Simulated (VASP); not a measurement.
# CdS3 (P6_3/mmc) in VASP: single point with PBE

Aim: the single point of CdS3 with PBE.

Everything below comes from runs of VASP 6.6.1. Logs are shortened: lines on timing, memory, paths and dates and some standing lists are left out, and cuts for length are marked.

**1. The cell of the first run**

Symmetry: P6_3/mmc, No. 194, hexagonal system. Conventional cell: a = 6.586 Å, b = 6.586 Å, c = 5.539 Å, α = 90.00°, β = 90.00°, γ = 120.00°. Within 4.0 Å of Cd (site symmetry -6m2) lie 12 S at 3.04 to 3.35 Å. S (site symmetry mm2) has 2 S at 2.19 Å within 2.9 Å.

The cell was generated, and may not be a known phase.

**2. Single point, PBE**

Contents of INCAR:

```
PREC = Accurate
ENCUT = 630
EDIFF = 1E-6
ISMEAR = 0
SIGMA = 0.1
LREAL = F
LASPH = T
NELM = 120
ALGO = Normal
ISIF = 2
LWAVE = F
LCHARG = F
GGA = PE
NBANDS = 48
GGA_COMPAT = F
```

Contents of KPOINTS:

```
Automatic mesh
0
Gamma
  3 3 4
```

Contents of POSCAR:

```
CdS3
1.0
    6.5856395179      0.0000000030      0.0000000000
   -3.2928197615      5.7033311212      0.0000000000
    0.0000000000      0.0000000000      5.5393632132
Cd S
2 6
Direct
    0.3333333333      0.6666666667      0.7500000000
    0.6666666667      0.3333333333      0.2500000000
    0.2225630795      0.4451261591      0.2500000000
    0.5548738409      0.7774369205      0.2500000000
    0.2225630795      0.7774369205      0.2500000000
    0.7774369205      0.5548738409      0.7500000000
    0.4451261591      0.2225630795      0.7500000000
    0.7774369205      0.2225630795      0.7500000000
```

Potentials or basis: VASP PAW PBE potentials, release 64 (Cd_sv_GW, S).

On the command line:

```console
> cat potpaw_PBE.64/Cd_sv_GW/POTCAR potpaw_PBE.64/S/POTCAR > POTCAR
> mpirun -np 1 vasp_std > vasp.out
```

OUTCAR:

```text
PREC = Accurate
   ENCUT = 630
   EDIFF = 1E-6
   ISMEAR = 0
   LREAL = F
   LASPH = T
   NELM = 120
   ISIF = 2
   GGA = PE

 ion  position               nearest neighbor table
   1  0.333  0.667  0.750-
   2  0.667  0.333  0.250-
   3  0.223  0.445  0.250-   5 2.19   4 2.19
   4  0.555  0.777  0.250-   5 2.19   3 2.19
   5  0.223  0.777  0.250-   4 2.19   3 2.19
   6  0.777  0.555  0.750-   8 2.19   7 2.19
   7  0.445  0.223  0.750-   8 2.19   6 2.19
   8  0.777  0.223  0.750-   7 2.19   6 2.19

  LATTYP: Found a hexagonal cell.
 ALAT       =     6.5856395179
 C/A-ratio  =     0.8411276078

  Lattice vectors:

 A1 = (   6.5856395179,   0.0000000030,   0.0000000000)
 A2 = (  -3.2928197615,   5.7033311212,   0.0000000000)
 A3 = (   0.0000000000,   0.0000000000,   5.5393632132)

Analysis of symmetry for initial positions (statically):
=====================================================================
 Subroutine PRICEL returns:
 Original cell was already a primitive cell.

 Routine SETGRP: Setting up the symmetry group for a
 hexagonal supercell.

 Subroutine GETGRP returns: Found 24 space group operations
 (whereof 12 operations were pure point group operations)
 out of a pool of 24 trial point group operations.

The static configuration has the point symmetry D_3d.
 The point group associated with its full space group is D_6h.

Analysis of symmetry for dynamics (positions and initial velocities):
=====================================================================
 Subroutine PRICEL returns:
 Original cell was already a primitive cell.

 Routine SETGRP: Setting up the symmetry group for a
 hexagonal supercell.

 Subroutine GETGRP returns: Found 24 space group operations
 (whereof 12 operations were pure point group operations)
 out of a pool of 24 trial point group operations.

The dynamic configuration has the point symmetry D_3d.
 The point group associated with its full space group is D_6h.

 Subroutine INISYM returns: Found 24 space group operations
 (whereof 12 operations are pure point group operations),
 and found     1 'primitive' translations

----------------------------------------------------------------------------------------

                                     Primitive cell

  volume of cell :     208.0589

  direct lattice vectors                    reciprocal lattice vectors
     6.585639518  0.000000003  0.000000000     0.151845542  0.087668064  0.000000000
    -3.292819762  5.703331121  0.000000000    -0.000000000  0.175336129  0.000000000
     0.000000000  0.000000000  5.539363213     0.000000000  0.000000000  0.180526165

  length of vectors
     6.585639518  6.585639518  5.539363213     0.175336129  0.175336129  0.180526165

  position of ions in fractional coordinates (direct lattice)
     0.333333333  0.666666667  0.750000000
     0.666666667  0.333333333  0.250000000
     0.222563079  0.445126159  0.250000000
     0.554873841  0.777436921  0.250000000
     0.222563079  0.777436921  0.250000000
     0.777436921  0.554873841  0.750000000
     0.445126159  0.222563079  0.750000000
     0.777436921  0.222563079  0.750000000

  ion indices of the primitive-cell ions
   primitive index   ion index
                 1           1
                 2           2
                 3           3
                 4           4
                 5           5
                 6           6
                 7           7
                 8           8

----------------------------------------------------------------------------------------

 KPOINTS: Automatic mesh

Automatic generation of k-mesh.
 Grid dimensions read from file:
 generate k-points for:    3    3    4

 Generating k-lattice:

  Cartesian coordinates                     Fractional coordinates (reciprocal lattice)
     0.050615181  0.029222688  0.000000000     0.333333333  0.000000000  0.000000000
    -0.000000000  0.058445376  0.000000000     0.000000000  0.333333333  0.000000000
     0.000000000  0.000000000  0.045131541     0.000000000  0.000000000  0.250000000

  Length of vectors
     0.058445376  0.058445376  0.045131541

  Shift w.r.t. Gamma in fractional coordinates (k-lattice)
     0.000000000  0.000000000  0.000000000

 Subroutine IBZKPT returns following result:
 ===========================================

 Found      9 irreducible k-points:

 Following reciprocal coordinates:
            Coordinates               Weight
  0.000000  0.000000  0.000000      1.000000
  0.333333  0.000000  0.000000      6.000000
  0.333333  0.333333  0.000000      2.000000
  0.000000  0.000000  0.250000      2.000000
  0.333333  0.000000  0.250000     12.000000
  0.333333  0.333333  0.250000      4.000000
  0.000000  0.000000  0.500000      1.000000
  0.333333  0.000000  0.500000      6.000000
  0.333333  0.333333  0.500000      2.000000
   k-points           NKPTS =      9   k-points in BZ     NKDIM =      9   number of bands    NBANDS=     48
   number of dos      NEDOS =    301   number of ions     NIONS =      8
   total plane-waves  NPLWV = 139968
   dimension x,y,z NGX =    54 NGY =   54 NGZ =   48
   dimension x,y,z NGXF=   108 NGYF=  108 NGZF=   96
   ions per type =               2   6
   NGX,Y,Z   is equivalent  to a cutoff of  13.63, 13.63, 14.41 a.u.
   NGXF,Y,Z  is equivalent  to a cutoff of  27.26, 27.26, 28.81 a.u.
 SYSTEM =  unknown system
   PREC   = accura    normal or accurate (medium, high low for compatibility)
   ISTART =      0    job   : 0-new  1-cont  2-samecut
   ICHARG =      2    charge: 1-file 2-atom 10-const
   ISPIN  =      1    spin polarized calculation?
   LNONCOLLINEAR =      F non collinear calculations
   LSORBIT =      F    spin-orbit coupling
   LASPH  =      T    aspherical Exc in radial PAW
   ENCUT  =  630.0 eV  46.30 Ry    6.80 a.u.  13.48 13.48 11.34*2*pi/ulx,y,z
   NELM   =    120;   NELMIN=  2; NELMDL= -5     # of ELM steps
   EDIFF  = 0.1E-05   stopping-criterion for ELM
   LREAL  =      F    real-space projection
   EDIFFG = 0.1E-04   stopping-criterion for IOM
   NSW    =      0    number of steps for IOM
   IBRION =     -1    ionic relax: 0-MD 1-quasi-New 2-CG
   NFREE  =      0    steps in history (QN), initial steepest desc. (CG)
   ISIF   =      2    stress and relaxation
   ISYM   =      2    0-nonsym 1-usesym 2-fastsym
   POTIM  = 0.5000    time-step for ionic-motion
   TEBEG  =    0.0;   TEEND  =   0.0 temperature during run
   PSTRESS=    0.0 pullay stress
   NELECT =      76.0000    total number of electrons
   NUPDOWN=      -1.0000    fix difference up-down
   EMIN   =  10.00;   EMAX   =-10.00  energy-range for DOS
   EFERMI =   0.00;   METHOD = LEGACY
   ISMEAR =     0;   SIGMA  =   0.10  broadening in eV -4-tet -1-fermi 0-gaus
   EFERMI_NEDOS =   21; number of points for ismear=-14 and -15
   IALGO  =     38    algorithm
   IMIX   =      4    mixing-type and parameters
     AMIX     =   0.40;   BMIX     =  1.00
     AMIX_MAG =   1.60;   BMIX_MAG =  1.00
  volume/ion in A,a.u.               =      26.01       175.51
  Fermi-wavevector in a.u.,A,eV,Ry     =   1.170264  2.211479 18.633426  1.369518
  Thomas-Fermi vector in A             =   2.306725
   LORBIT       =      0    0 simple, 1 ext, 2 COOP (PROOUT), +10 PAW based schemes
   GGA     = PE    functional components
   LHFCALC =     F    Hartree Fock is set to
   AEXX    =    0.0000 exact exchange contribution
   IVDW    =     0    specifies the selected vdW correction
   LEPSILON=     F    determine dielectric tensor
   LRPA    =     F    only Hartree local field effects (RPA)
 non-spin polarized calculation
 Gauss-broadening in eV      SIGMA  =   0.10
  energy-cutoff  :      630.00
  volume of cell :      208.06
 maximum number of plane-waves:      7534
 NGX is ok and might be reduce to    54
   NGX = 27   NGY = 27   NGZ = 23

 number of electron      76.0000000 magnetization

 Free energy of the ion-electron system (eV)
  ---------------------------------------------------
  ext. energy  EPLUGINS =         0.00000000
  ---------------------------------------------------
  free energy    TOTEN  =       -22.05476726 eV

  energy without entropy =      -22.02438901  energy(sigma->0) =      -22.03957814

 E-fermi :   3.6143     XC(G=0):  -8.7323

 val. band max:        3.6141799445   @ k =   0.3333   0.0000   0.2500
 cond. band min:       3.6150223936   @ k =   0.3333   0.3333   0.0000
 fundamental gap:      0.0008424492
 Fermi energy:         3.6143339579

 k-point     1 :       0.0000    0.0000    0.0000
  band No.  band energies     occupation
      1     -98.6404      2.00000
      2     -98.6403      2.00000
      3     -59.7058      2.00000
      4     -59.7058      2.00000
      5     -59.7058      2.00000
      6     -59.7058      2.00000
[... 40 lines left out ...]
     47       8.1866      0.00000
     48       8.5099      0.00000

 k-point     2 :       0.3333    0.0000    0.0000
  band No.  band energies     occupation
      1     -98.6403      2.00000
      2     -98.6403      2.00000
      3     -59.7058      2.00000
      4     -59.7058      2.00000
      5     -59.7058      2.00000
      6     -59.7058      2.00000
[... 40 lines left out ...]
     47       8.6939      0.00000
     48       9.1829      0.00000

 k-point     3 :       0.3333    0.3333    0.0000
  band No.  band energies     occupation
      1     -98.6403      2.00000
      2     -98.6403      2.00000
      3     -59.7058      2.00000
      4     -59.7058      2.00000
      5     -59.7058      2.00000
      6     -59.7058      2.00000
[... 40 lines left out ...]
     47       8.4038      0.00000
     48       8.9472      0.00000

 k-point     4 :       0.0000    0.0000    0.2500
  band No.  band energies     occupation
      1     -98.6403      2.00000
      2     -98.6403      2.00000
      3     -59.7058      2.00000
      4     -59.7058      2.00000
      5     -59.7058      2.00000
      6     -59.7058      2.00000
[... 40 lines left out ...]
     47       8.5928      0.00000
     48       8.5973      0.00000

 k-point     5 :       0.3333    0.0000    0.2500
  band No.  band energies     occupation
      1     -98.6403      2.00000
      2     -98.6403      2.00000
      3     -59.7058      2.00000
      4     -59.7058      2.00000
      5     -59.7058      2.00000
      6     -59.7058      2.00000
[... 40 lines left out ...]
     47       8.8949      0.00000
     48       9.0603      0.00000

 k-point     6 :       0.3333    0.3333    0.2500
  band No.  band energies     occupation
      1     -98.6403      2.00000
      2     -98.6403      2.00000
      3     -59.7058      2.00000
      4     -59.7058      2.00000
      5     -59.7058      2.00000
      6     -59.7058      2.00000
[... 40 lines left out ...]
     47       8.9766      0.00000
     48       9.1277      0.00000

 k-point     7 :       0.0000    0.0000    0.5000
  band No.  band energies     occupation
      1     -98.6403      2.00000
      2     -98.6403      2.00000
      3     -59.7058      2.00000
      4     -59.7058      2.00000
      5     -59.7058      2.00000
      6     -59.7058      2.00000
[... 40 lines left out ...]
     47       8.4821      0.00000
     48       8.4821      0.00000

 k-point     8 :       0.3333    0.0000    0.5000
  band No.  band energies     occupation
      1     -98.6403      2.00000
      2     -98.6403      2.00000
      3     -59.7058      2.00000
      4     -59.7058      2.00000
      5     -59.7058      2.00000
      6     -59.7058      2.00000
[... 40 lines left out ...]
     47       8.3811      0.00000
     48       8.3811      0.00000

 k-point     9 :       0.3333    0.3333    0.5000
  band No.  band energies     occupation
      1     -98.6403      2.00000
      2     -98.6403      2.00000
      3     -59.7058      2.00000
      4     -59.7058      2.00000
      5     -59.7058      2.00000
      6     -59.7058      2.00000
[... 40 lines left out ...]
     47       7.9360      0.00000
     48       7.9360      0.00000

------------------------ aborting loop because EDIFF is reached ----------------------------------------

  FORCE on cell =-STRESS in cart. coord.  units (eV):
  Direction    XX          YY          ZZ          XY          YZ          ZX
  --------------------------------------------------------------------------------------
  -------------------------------------------------------------------------------------
  Total       -0.2974314     -0.2974314     -0.0094879     -0.0000000      0.0000000      0.0000000
  in kB       -2.2903982     -2.2903982     -0.0730622     -0.0000000      0.0000000      0.0000000
  external PRESSURE =      -1.5512862 kB  Pullay stress =       0.0000000 kB

 VOLUME and BASIS-vectors are now :
 -----------------------------------------------------------------------------
  energy-cutoff  :      630.00
  volume of cell :      208.06
      direct lattice vectors                 reciprocal lattice vectors
     6.585639518  0.000000003  0.000000000     0.151845542  0.087668064  0.000000000
    -3.292819762  5.703331121  0.000000000    -0.000000000  0.175336129  0.000000000
     0.000000000  0.000000000  5.539363213     0.000000000  0.000000000  0.180526165

 POSITION                                       TOTAL-FORCE (eV/Angst)
 -----------------------------------------------------------------------------------
     -0.00000      3.80222      4.15452        -0.000000      0.000000     -0.000000
      3.29282      1.90111      1.38484        -0.000000     -0.000000     -0.000000
     -0.00000      2.53870      1.38484        -0.000000      0.139093     -0.000000
      1.09424      4.43398      1.38484        -0.120458     -0.069546      0.000000
     -1.09424      4.43398      1.38484         0.120458     -0.069546      0.000000
      3.29282      3.16463      4.15452         0.000000     -0.139093      0.000000
      2.19858      1.26935      4.15452         0.120458      0.069546     -0.000000
      4.38706      1.26935      4.15452        -0.120458      0.069546      0.000000
 -----------------------------------------------------------------------------------
    total drift:                                0.000001     -0.000000      0.000000

  FREE ENERGIE OF THE ION-ELECTRON SYSTEM (eV)
  ---------------------------------------------------
  free  energy   TOTEN  =       -22.0547672582 eV

  energy  without entropy=      -22.0243890143  energy(sigma->0) =      -22.03957814
```

Run time: 81 s. Hardware: 1 thread of AMD EPYC 9R45 (Zen 5), shared host; peak memory 0.38 GiB.

What came out:

| Property | Result |
| --- | --- |
| Free energy | -22.0548 eV |
| Pressure | -0.2 GPa |
| Largest force | 0.139 eV/Å |
| Band gap on the k mesh | zero (bands 38 and 39 overlap by 0.65 eV) |

Forces in eV/Å, atoms in the order of the input:
```
Cd   0.000  0.000  0.000
Cd   0.000  0.000  0.000
S    0.000  0.139  0.000
S   -0.120 -0.070  0.000
S    0.120 -0.070  0.000
S    0.000 -0.139  0.000
S    0.120  0.070  0.000
S   -0.120  0.070  0.000
```

Caveat: the k points lie up to 0.37 Å⁻¹ apart, too coarse for converged energies and pressures of a metal; semilocal functionals underestimate gaps, and a narrow one can read as zero.
